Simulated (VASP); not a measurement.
# GaSb (F-43m) in VASP: a series of runs, part 2 of 2

VASP 6.6.1.

**4. Relaxation of cell and atoms, PBEsol, target pressure 10 GPa, at which the enthalpy is minimised**

Input file INCAR:

```
PREC = Accurate
ENCUT = 600
EDIFF = 1E-6
ISMEAR = -1
SIGMA = 0.1
LREAL = F
LASPH = T
NELM = 100
ALGO = Normal
ISIF = 3
LWAVE = F
LCHARG = F
GGA = PS
IBRION = 2
NSW = 100
EDIFFG = -0.002
PSTRESS = 100.0
```

Input file KPOINTS:

```
Automatic mesh
0
Gamma
  14 14 14
```

Input file POSCAR:

```
GaSb
1.0
    0.0000000000      3.0558091531      3.0558091531
    3.0558091531      0.0000000000      3.0558091531
    3.0558091531      3.0558091531      0.0000000000
Ga Sb
1 1
Direct
    0.0000000000      0.0000000000      0.0000000000
    0.7500000000      0.7500000000      0.7500000000
```

Potentials or basis: VASP PAW PBE potentials, release 64 (Ga_d, Sb).

Command:

```bash
> cat potpaw_PBE.64/Ga_d/POTCAR potpaw_PBE.64/Sb/POTCAR > POTCAR
> mpirun -np 1 vasp_std > vasp.out
```

OUTCAR:

```text
PREC = Accurate
   ENCUT = 600
   EDIFF = 1E-6
   ISMEAR = -1
   LREAL = F
   LASPH = T
   NELM = 100
   ISIF = 3
   GGA = PS
   IBRION = 2
   NSW = 100
   EDIFFG = -0.002
   PSTRESS = 100.0

 ion  position               nearest neighbor table
   1  0.000  0.000  0.000-   2 2.65   2 2.65   2 2.65   2 2.65
   2  0.750  0.750  0.750-   1 2.65   1 2.65   1 2.65   1 2.65

  LATTYP: Found a face centered cubic cell.
 ALAT       =     6.1116183062

  Lattice vectors:

 A1 = (   0.0000000000,   3.0558091531,   3.0558091531)
 A2 = (   3.0558091531,   0.0000000000,   3.0558091531)
 A3 = (   3.0558091531,   3.0558091531,   0.0000000000)

Analysis of symmetry for initial positions (statically):
=====================================================================
 Subroutine PRICEL returns:
 Original cell was already a primitive cell.

 Routine SETGRP: Setting up the symmetry group for a
 face centered cubic supercell.

 Subroutine GETGRP returns: Found 24 space group operations
 (whereof 24 operations were pure point group operations)
 out of a pool of 48 trial point group operations.

The static configuration has the point symmetry T_d .

Analysis of symmetry for dynamics (positions and initial velocities):
=====================================================================
 Subroutine PRICEL returns:
 Original cell was already a primitive cell.

[... 163 lines left out ...]
  Total        0.0261919      0.0261919      0.0261919      0.0000000      0.0000000      0.0000000
  in kB        0.7353062      0.7353062      0.7353062      0.0000000      0.0000000      0.0000000
  external PRESSURE =     -99.2646938 kB  Pullay stress =     100.0000000 kB
[... 25 lines left out ...]
--------------------------------------- Ionic step        2  -------------------------------------------

 number of electron      18.0000000 magnetization

 E-fermi :   8.0644     XC(G=0): -10.4972

 val. band max:        7.9617702652   @ k =   0.0000   0.0000   0.0000
 cond. band min:       8.2299341567   @ k =   0.4286   0.4286   0.0000
 fundamental gap:      0.2681638915
 Fermi energy:         8.0644054679

 k-point     1 :       0.0000    0.0000    0.0000
  band No.  band energies     occupation
      1      -7.8662      2.00000
      2      -7.8662      2.00000
      3      -7.8662      2.00000
      4      -7.7567      2.00000
      5      -7.7567      2.00000
      6      -5.8001      2.00000
      7       7.9618      1.47242
      8       7.9618      1.47242
      9       7.9618      1.47242
     10      10.0527      0.00000
     11      10.5547      0.00000
     12      10.5547      0.00000
     13      10.5547      0.00000
[... 557 lines left out ...]
--------------------------------------- Ionic step        7  -------------------------------------------

 number of electron      18.0000003 magnetization

 Free energy of the ion-electron system (eV)
  ---------------------------------------------------
  ext. energy  EPLUGINS =         0.00000000
  ---------------------------------------------------
  free energy    TOTEN  =        -7.95321540 eV

  energy without entropy =       -7.95239585  energy(sigma->0) =       -7.95280563

 E-fermi :   6.5372     XC(G=0):  -9.8933

 val. band max:        6.2867591988   @ k =   0.0000   0.0000   0.0000
 cond. band min:       6.8521132101   @ k =   0.4286   0.4286   0.0000
 fundamental gap:      0.5653540113
 Fermi energy:         6.5372459206

 k-point     1 :       0.0000    0.0000    0.0000
  band No.  band energies     occupation
      1      -9.0605      2.00000
      2      -9.0605      2.00000
      3      -9.0605      2.00000
      4      -8.9840      2.00000
      5      -8.9840      2.00000
      6      -6.2948      2.00000
      7       6.2868      1.84897
      8       6.2868      1.84896
      9       6.2868      1.84896
     10       7.3315      0.00071
     11       8.9839      0.00000
     12       8.9839      0.00000
     13       8.9839      0.00000
[... 401 lines left out ...]
  energy  without entropy=       -7.9523958545  energy(sigma->0) =       -7.95280563

  enthalpy is  TOTEN    =        -4.8492856917 eV   P V=        3.1039297044

 reached required accuracy - stopping structural energy minimisation
```

OSZICAR:

```text
N       E                     dE             d eps       ncg     rms          rms(c)
DAV:   1     0.826775357181E+02    0.82678E+02   -0.94540E+03  2736   0.186E+03
DAV:   2    -0.183405536943E+01   -0.84512E+02   -0.82027E+02  2984   0.341E+02
DAV:   3    -0.813555929019E+01   -0.63015E+01   -0.62112E+01  3339   0.768E+01
[... 59 lines left out ...]
DAV:   2    -0.795342340964E+01    0.77817E-03   -0.15350E-03  3439   0.906E-01    0.821E-02
DAV:   3    -0.795323730228E+01    0.18611E-03   -0.20389E-04  3614   0.279E-01    0.195E-02
DAV:   4    -0.795321656482E+01    0.20737E-04   -0.24650E-05  3240   0.777E-02    0.588E-03
DAV:   5    -0.795321541600E+01    0.11488E-05   -0.10997E-06  1452   0.156E-02    0.140E-03
DAV:   6    -0.795321539609E+01    0.19914E-07   -0.36627E-07  1357   0.115E-02
   7 F= -.48492857E+01 E0= -.48488759E+01  d E =-.881623E-04
```

CONTCAR:

```text
GaSb
   1.00000000000000
    -0.0000000000000000    2.9187539654303385    2.9187539654303385
     2.9187539654303385    0.0000000000000000    2.9187539654303385
     2.9187539654303385    2.9187539654303385    0.0000000000000000
  Ga              Sb
     1     1
Direct
     0.0000000000000000    0.0000000000000000    0.0000000000000000
     0.7500000000000000    0.7500000000000000    0.7500000000000000

  0.00000000E+00  0.00000000E+00  0.00000000E+00
  0.00000000E+00  0.00000000E+00  0.00000000E+00
```

It took 5.6 min on 1 thread of Intel Xeon Platinum 8375C at 2.90GHz (Ice Lake), shared host; peak memory 0.29 GiB.

Results:

```
Free energy                                                : -7.9532 eV
Relaxed volume                                             : 24.87 Å³/atom
Relaxed cell                                               : a = 4.128 Å, b = 4.128 Å, c = 4.128 Å, α = 60.00°, β = 60.00°, γ = 60.00°
Space group after relaxing (to 0.1 Å)                      : F-43m (No. 216)
Energy change on relaxing (the run minimises the enthalpy) : +101.4 meV/atom
Ionic steps                                                : 7
Pressure after relaxing                                    : 10.0 GPa
Band gap on the k mesh                                     : 0.57 eV (least direct gap 1.04 eV)
```

Step by step:
```csv
step,energy change (eV),largest force (eV/Å),pressure (GPa),volume (Å³)
1,0.0000,0.0000,0.07,57.07
2,0.8529,0.0000,26.02,43.68
3,0.1927,0.0000,9.67,49.89
4,0.2018,0.0000,9.98,49.75
5,0.2106,0.0000,10.25,49.61
6,0.1950,0.0000,9.71,49.86
7,0.2027,0.0000,10.00,49.73
```

Final structure:
```
CELL_PARAMETERS angstrom
0.00000 2.91875 2.91875
2.91875 0.00000 2.91875
2.91875 2.91875 0.00000
ATOMIC_POSITIONS crystal
Ga 0.00000 0.00000 0.00000
Sb 0.75000 0.75000 0.75000
```

Levels at points of the mesh, in eV from the valence-band top:
| k point | band 6 | band 7 | band 8 | band 9 | band 10 | band 11 | band 12 | band 13 |
| --- | --- | --- | --- | --- | --- | --- | --- | --- |
| (0.00, 0.00, 0.00) | -12.58 | 0.00 | 0.00 | 0.00 | 1.04 | 2.70 | 2.70 | 2.70 |
| (0.50, 0.00, 0.00) | -10.56 | -7.18 | -1.41 | -1.41 | 0.66 | 3.69 | 3.69 | 6.17 |
| (0.50, 0.50, 0.00) | -9.51 | -7.55 | -3.13 | -3.13 | 0.64 | 0.86 | 9.61 | 9.61 |

Caveat: the cell is relaxed towards a set pressure, so the run minimises the enthalpy, not the energy; the PAW data sets were made with another functional, which shifts forces and pressure a little; spin-orbit coupling is left out, which moves the levels of the heavy elements.

**5. Relaxation of cell and atoms, PBEsol, target pressure 15 GPa, at which the enthalpy is minimised**

Input file INCAR:

```
SYSTEM = GaSb
PREC = Accurate ; ENCUT = 600
EDIFF = 1E-6 ; ISMEAR = -1
SIGMA = 0.1 ; LREAL = .FALSE.
LASPH = .TRUE. ; NELM = 100
ALGO = Normal ; ISIF = 3
LWAVE = .FALSE. ; LCHARG = .FALSE.
GGA = PS ; IBRION = 2
NSW = 100 ; EDIFFG = -0.002
PSTRESS = 150.0
```

Input file KPOINTS:

```
regular mesh
0
G
  14 14 14
  0 0 0
```

POSCAR is that of step 4.

Command:

```bash
> cat potpaw_PBE.64/Ga_d/POTCAR potpaw_PBE.64/Sb/POTCAR > POTCAR
> mpirun -np 1 vasp_std > vasp.out
```

Wall time 6 min (1 thread of Intel Xeon Platinum 8375C at 2.90GHz (Ice Lake), shared host); peak memory 0.28 GiB.

It converged, with:

| Property | Result |
| --- | --- |
| Free energy | -7.7745 eV |
| Relaxed volume | 23.71 Å³/atom |
| Relaxed cell | a = 4.063 Å, b = 4.063 Å, c = 4.063 Å, α = 60.00°, β = 60.00°, γ = 60.00° |
| Space group after relaxing (to 0.1 Å) | F-43m (No. 216) |
| Energy change on relaxing (the run minimises the enthalpy) | +190.7 meV/atom |
| Ionic steps | 7 |
| Pressure after relaxing | 15.0 GPa |
| Band gap on the k mesh | 0.47 eV (least direct gap 1.42 eV) |

Step by step:
| step | energy change (eV) | largest force (eV/Å) | pressure (GPa) | volume (Å³) |
| --- | --- | --- | --- | --- |
| 1 | 0.0000 | 0.0000 | 0.07 | 57.07 |
| 2 | 2.2910 | 0.0000 | 55.46 | 37.81 |
| 3 | 0.3380 | 0.0000 | 13.80 | 47.90 |
| 4 | 0.3732 | 0.0000 | 14.84 | 47.51 |
| 5 | 0.3900 | 0.0000 | 15.25 | 47.33 |
| 6 | 0.3691 | 0.0000 | 14.63 | 47.55 |
| 7 | 0.3814 | 0.0000 | 15.00 | 47.42 |

Final structure:
```
Ga Sb
1.0
     0.00000    2.87284    2.87284
     2.87284    0.00000    2.87284
     2.87284    2.87284    0.00000
Ga Sb
1 1
Direct
  0.00000 0.00000 0.00000
  0.75000 0.75000 0.75000
```

Levels at points of the mesh, in eV from the valence-band top:
| k point | band 5 | band 6 | band 7 | band 8 | band 9 | band 10 | band 11 | band 12 | band 13 |
| --- | --- | --- | --- | --- | --- | --- | --- | --- | --- |
| (0.00, 0.00, 0.00) | -15.42 | -12.99 | 0.00 | 0.00 | 0.00 | 1.42 | 2.66 | 2.66 | 2.66 |
| (0.50, 0.00, 0.00) | -15.42 | -10.82 | -7.49 | -1.50 | -1.50 | 0.78 | 3.66 | 3.66 | 6.09 |
| (0.50, 0.50, 0.00) | -15.41 | -9.69 | -7.82 | -3.33 | -3.33 | 0.54 | 0.74 | 9.93 | 9.93 |

Caveat: the cell is relaxed towards a set pressure, so the run minimises the enthalpy, not the energy; the volume moved by over 15 % at a fixed basis, so the end points are rough; the PAW data sets were made with another functional, which shifts forces and pressure a little; spin-orbit coupling is left out, which moves the levels of the heavy elements. A k mesh can miss the band edges.

**6. Overview**

```tsv
cell	gap on the mesh (eV)	pressure (GPa)
relaxed to 4 GPa	0.48	4.0
relaxed to 7 GPa	0.58	7.0
relaxed to 10 GPa	0.57	10.0
relaxed to 15 GPa	0.47	15.0
```

Alike in all rows: task relaxation of cell and atoms; level PBEsol; potentials or basis VASP PAW PBE potentials, release 64 (Ga_d, Sb); no spin polarisation; k mesh 14 × 14 × 14; cutoff (eV) 600; smearing fermi-dirac 0.1 eV.

Caveats: the cell is relaxed towards a set pressure, so the run minimises the enthalpy, not the energy; the PAW data sets were made with another functional, which shifts forces and pressure a little; spin-orbit coupling is left out, which moves the levels of the heavy elements; the volume moved by over 15 % at a fixed basis, so the end points are rough (at least some runs).

Absolute energies hang on the potentials; compare differences alone.
